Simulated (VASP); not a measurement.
# Ta (Im-3m) in VASP: single point with LDA

Aim: the single point of Ta with LDA.

Everything below comes from runs of VASP 6.6.1. Logs are shortened: lines on timing, memory, paths and dates and some standing lists are left out, and cuts for length are marked.

**1. The cell of the first run**

Symmetry: Im-3m, No. 229, cubic system. The conventional cell has a = 3.303 Å, b = 3.303 Å, c = 3.303 Å, α = 90.00°, β = 90.00°, γ = 90.00°. Ta (site symmetry m-3m) has 14 Ta at 2.86 to 3.30 Å within 3.8 Å.

**2. Single point, LDA**

The input, INCAR:

```
PREC = Accurate
ENCUT = 520
EDIFF = 1E-6
ISMEAR = 0
SIGMA = 0.15
LREAL = False
LASPH = True
NELM = 60
ALGO = Fast
ISIF = 2
LWAVE = False
LCHARG = False
GGA = CA
NBANDS = 18
```

The input, KPOINTS:

```
regular mesh
0
Gamma
  18 18 10
```

The input, POSCAR:

```
Ta
1.0
   -1.6512800000      1.6512800000      1.6512800000
    1.6512800000     -1.6512800000      1.6512800000
    3.3025600000      3.3025600000      0.0000000000
Ta
2
Direct
    0.0000000000      0.0000000000      0.0000000000
    0.5000000000      0.5000000000      0.5000000000
```

Potentials or basis: VASP PAW LDA potentials, release 64 (Ta_pv).

On the command line:

```console
> cat potpaw_LDA.64/Ta_pv/POTCAR > POTCAR
> mpirun -np 1 vasp_std > vasp.out
```

OUTCAR:

```text
PREC = Accurate
   ENCUT = 520
   EDIFF = 1E-6
   ISMEAR = 0
   LREAL = False
   LASPH = True
   NELM = 60
   ISIF = 2
   GGA = CA

 ion  position               nearest neighbor table
   1  0.000  0.000  0.000-   2 2.86   2 2.86   2 2.86   2 2.86   2 3.30   2 3.30   2 3.30   2 3.30

   2  0.500  0.500  0.500-   1 2.86   1 2.86   1 2.86   1 2.86   1 3.30   1 3.30   1 3.30   1 3.30

  LATTYP: Found a base centered orthorhombic cell.
 ALAT       =     3.3025600000
 B/A-ratio  =     1.4142135624
 C/A-ratio  =     1.4142135624

  Lattice vectors:

 A1 = (  -1.6512800000,   1.6512800000,   1.6512800000)
 A2 = (   1.6512800000,  -1.6512800000,   1.6512800000)
 A3 = (   3.3025600000,   3.3025600000,   0.0000000000)

Analysis of symmetry for initial positions (statically):
=====================================================================
 Subroutine PRICEL returns following result:

  LATTYP: Found a body centered cubic cell.
 ALAT       =     3.3025600000

  Lattice vectors:

 A1 = (  -1.6512800000,   1.6512800000,  -1.6512800000)
 A2 = (  -1.6512800000,  -1.6512800000,   1.6512800000)
 A3 = (   1.6512800000,   1.6512800000,   1.6512800000)

   2 primitive cells build up your supercell.

 Routine SETGRP: Setting up the symmetry group for a
 base centered orthorhombic supercell.

 Subroutine GETGRP returns: Found  8 space group operations
 (whereof  8 operations were pure point group operations)
 out of a pool of  8 trial point group operations.

The static configuration has the point symmetry D_2h.

Analysis of symmetry for dynamics (positions and initial velocities):
=====================================================================
 Subroutine PRICEL returns following result:

  LATTYP: Found a body centered cubic cell.
 ALAT       =     3.3025600000

  Lattice vectors:

 A1 = (  -1.6512800000,   1.6512800000,  -1.6512800000)
 A2 = (  -1.6512800000,  -1.6512800000,   1.6512800000)
 A3 = (   1.6512800000,   1.6512800000,   1.6512800000)

   2 primitive cells build up your supercell.

 Routine SETGRP: Setting up the symmetry group for a
 base centered orthorhombic supercell.

 Subroutine GETGRP returns: Found  8 space group operations
 (whereof  8 operations were pure point group operations)
 out of a pool of  8 trial point group operations.

The dynamic configuration has the point symmetry D_2h.
[... 92 lines left out ...]
   LNONCOLLINEAR =      F non collinear calculations
   LSORBIT =      F    spin-orbit coupling
   LASPH  =      T    aspherical Exc in radial PAW
   ENCUT  =  520.0 eV  38.22 Ry    6.18 a.u.   5.32  5.32  8.68*2*pi/ulx,y,z
   NELM   =     60;   NELMIN=  2; NELMDL= -5     # of ELM steps
   EDIFF  = 0.1E-05   stopping-criterion for ELM
   LREAL  =      F    real-space projection
   EDIFFG = 0.1E-04   stopping-criterion for IOM
   NSW    =      0    number of steps for IOM
   IBRION =     -1    ionic relax: 0-MD 1-quasi-New 2-CG
   NFREE  =      0    steps in history (QN), initial steepest desc. (CG)
   ISIF   =      2    stress and relaxation
   ISYM   =      2    0-nonsym 1-usesym 2-fastsym
   POTIM  = 0.5000    time-step for ionic-motion
   TEBEG  =    0.0;   TEEND  =   0.0 temperature during run
   PSTRESS=    0.0 pullay stress
   NELECT =      22.0000    total number of electrons
   NUPDOWN=      -1.0000    fix difference up-down
   EMIN   =  10.00;   EMAX   =-10.00  energy-range for DOS
   EFERMI =   0.00;   METHOD = LEGACY
   ISMEAR =     0;   SIGMA  =   0.15  broadening in eV -4-tet -1-fermi 0-gaus
   EFERMI_NEDOS =   21; number of points for ismear=-14 and -15
   IALGO  =     68    algorithm
   IMIX   =      4    mixing-type and parameters
     AMIX     =   0.40;   BMIX     =  1.00
     AMIX_MAG =   1.60;   BMIX_MAG =  1.00
  volume/ion in A,a.u.               =      18.01       121.54
  Fermi-wavevector in a.u.,A,eV,Ry     =   1.388988  2.624806 26.249534  1.929286
  Thomas-Fermi vector in A             =   2.513061
   LORBIT       =      0    0 simple, 1 ext, 2 COOP (PROOUT), +10 PAW based schemes
   GGA     = CA    functional components
   LHFCALC =     F    Hartree Fock is set to
   AEXX    =    0.0000 exact exchange contribution
   IVDW    =     0    specifies the selected vdW correction
   LEPSILON=     F    determine dielectric tensor
   LRPA    =     F    only Hartree local field effects (RPA)
 non-spin polarized calculation
 RMM-DIIS sequential band-by-band and
 Gauss-broadening in eV      SIGMA  =   0.15
  energy-cutoff  :      520.00
  volume of cell :       36.02
 maximum number of plane-waves:       992
 NGX is ok and might be reduce to    24
   NGX = 11   NGY = 11   NGZ = 17

 number of electron      22.0000001 magnetization

 Free energy of the ion-electron system (eV)
  ---------------------------------------------------
  ext. energy  EPLUGINS =         0.00000000
  ---------------------------------------------------
  free energy    TOTEN  =       -25.63271659 eV

  energy without entropy =      -25.60347675  energy(sigma->0) =      -25.61809667

 E-fermi :   5.4025     XC(G=0): -12.7961

 val. band max:        5.4005851081   @ k =   0.4444   0.0000   0.2000
 cond. band min:       5.4036996544   @ k =   0.5000   0.0556   0.2000
 fundamental gap:      0.0031145464
 Fermi energy:         5.4024592916

 k-point     1 :       0.0000    0.0000    0.0000
  band No.  band energies     occupation
      1     -28.6944      2.00000
      2     -27.8856      2.00000
      3     -27.5061      2.00000
      4     -27.4985      2.00000
      5     -27.4981      2.00000
      6     -27.4976      2.00000
[... 481 lines left out ...]
      5     -27.5576      2.00000
      6     -27.5375      2.00000
[... 10 lines left out ...]
     17      10.7313      0.00000
     18      14.8553      0.00000

 [... further k-points ...]

------------------------ aborting loop because EDIFF is reached ----------------------------------------

  FORCE on cell =-STRESS in cart. coord.  units (eV):
  Direction    XX          YY          ZZ          XY          YZ          ZX
  --------------------------------------------------------------------------------------
  -------------------------------------------------------------------------------------
  Total       -1.8789650     -1.8789650     -1.8978373      0.0358174      0.0000000      0.0000000
  in kB      -83.5751399    -83.5751399    -84.4145698      1.5931352      0.0000000      0.0000000
  external PRESSURE =     -83.8549499 kB  Pullay stress =       0.0000000 kB

 VOLUME and BASIS-vectors are now :
 -----------------------------------------------------------------------------
  energy-cutoff  :      520.00
  volume of cell :       36.02
      direct lattice vectors                 reciprocal lattice vectors
    -1.651280000  1.651280000  1.651280000    -0.151397704  0.151397704  0.302795407
     1.651280000 -1.651280000  1.651280000     0.151397704 -0.151397704  0.302795407
     3.302560000  3.302560000  0.000000000     0.151397704  0.151397704  0.000000000

 POSITION                                       TOTAL-FORCE (eV/Angst)
 -----------------------------------------------------------------------------------
      0.00000      0.00000      0.00000         0.000000      0.000000      0.000000
      1.65128      1.65128      1.65128        -0.000000     -0.000000     -0.000000
 -----------------------------------------------------------------------------------
    total drift:                               -0.000000     -0.000000      0.000000

  FREE ENERGIE OF THE ION-ELECTRON SYSTEM (eV)
  ---------------------------------------------------
  free  energy   TOTEN  =       -25.6327165860 eV

  energy  without entropy=      -25.6034767540  energy(sigma->0) =      -25.61809667
```

OSZICAR:

```text
N       E                     dE             d eps       ncg     rms          rms(c)
DAV:   1     0.170389603207E+03    0.17039E+03   -0.12459E+04 19656   0.125E+03
DAV:   2    -0.222747541083E+02   -0.19266E+03   -0.18929E+03 24694   0.357E+02
DAV:   3    -0.265963611778E+02   -0.43216E+01   -0.42503E+01 22888   0.501E+01
DAV:   4    -0.266284381566E+02   -0.32077E-01   -0.32009E-01 22218   0.450E+00
DAV:   5    -0.266286883492E+02   -0.25019E-03   -0.25018E-03 22112   0.374E-01    0.190E+01
RMM:   6    -0.258568249580E+02    0.77186E+00   -0.73158E-01 20121   0.616E+00    0.905E+00
RMM:   7    -0.256332971462E+02    0.22353E+00   -0.81760E-01 21594   0.594E+00    0.466E-01
RMM:   8    -0.256322717760E+02    0.10254E-02   -0.38674E-02 23404   0.144E+00    0.458E-01
RMM:   9    -0.256329263058E+02   -0.65453E-03   -0.83325E-03 24114   0.530E-01    0.218E-01
RMM:  10    -0.256327163168E+02    0.20999E-03   -0.19164E-03 21674   0.330E-01    0.834E-02
RMM:  11    -0.256327119567E+02    0.43601E-05   -0.21598E-04 25411   0.110E-01    0.153E-02
RMM:  12    -0.256327164627E+02   -0.45059E-05   -0.43197E-05 25602   0.471E-02    0.236E-02
RMM:  13    -0.256327165860E+02   -0.12328E-06   -0.72841E-06 20951   0.174E-02
   1 F= -.25632717E+02 E0= -.25618097E+02  d E =-.292398E-01
```

stdout:

```text
POSCAR found type information on POSCAR Ta
 POSCAR found :  1 types and       2 ions
 scaLAPACK will be used
 LDA part: xc-table for (Slater(with rela. corr.)+CA(PZ))
 , standard interpolation
 POSCAR, INCAR and KPOINTS ok, starting setup
 FFT: planning ... GRIDC
 FFT: planning ... GRID_SOFT
 FFT: planning ... GRID
 WAVECAR not read
 entering main loop
```

It took 7.1 min on 1 thread of AMD EPYC 7R43 (Zen 3), shared host; peak memory 0.33 GiB.

What came out:

- Free energy: -25.6327 eV
- Pressure: -8.4 GPa
- Band gap on the k mesh: zero (bands 11 and 12 overlap by 3.12 eV)

Caveat: the cell stands under tension; spin-orbit coupling is left out, which moves the levels of the heavy elements.
